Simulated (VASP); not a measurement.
Crystal: Zn.

```xyz
1
Lattice="2.5981 0.0000 0.0000 0.0000 2.5981 0.0000 0.0000 0.0000 2.5981" Properties=species:S:1:pos:R:3 pbc="T T T"
Zn    0.0000    0.0000    0.0000
```

This isn't the form of Zn at room conditions, which is hcp.

- Program: VASP 6.6.1
- Task: relaxation of cell and atoms
- Functional: PBEsol
- Potentials or basis: VASP PAW PBE potentials, release 64 (Zn)
- Cutoff: 600 eV
- k mesh: 22 × 22 × 22
- Occupations: gaussian, width 0.1 eV
- Spin: no spin polarisation

At the start: pressure -1.8 GPa; volume 17.54 Å³/atom.

Where does the relaxation end?

Over 5 steps the energy falls by 3.9 meV/atom and the volume is 16.95 Å³/atom (-3.4 %); space group Pm-3m (No. 221, to 0.1 Å) before and after.

Step by step:
| step | energy change (eV) | largest force (eV/Å) | pressure (GPa) | volume (Å³) |
| --- | --- | --- | --- | --- |
| 1 | 0.0000 | 0.0000 | -1.84 | 17.54 |
| 2 | -0.0038 | 0.0000 | -0.25 | 17.03 |
| 3 | -0.0038 | 0.0000 | -0.14 | 16.98 |
| 4 | -0.0039 | 0.0000 | 0.25 | 16.89 |
| 5 | -0.0039 | 0.0000 | -0.06 | 16.95 |

Final structure:
```
CELL_PARAMETERS angstrom
2.56864 0.00000 0.00000
0.00000 2.56864 0.00000
0.00000 0.00000 2.56864
ATOMIC_POSITIONS crystal
Zn 0.00000 0.00000 0.00000
```

Caveat: the PAW data sets were made with another functional, which shifts forces and pressure a little.
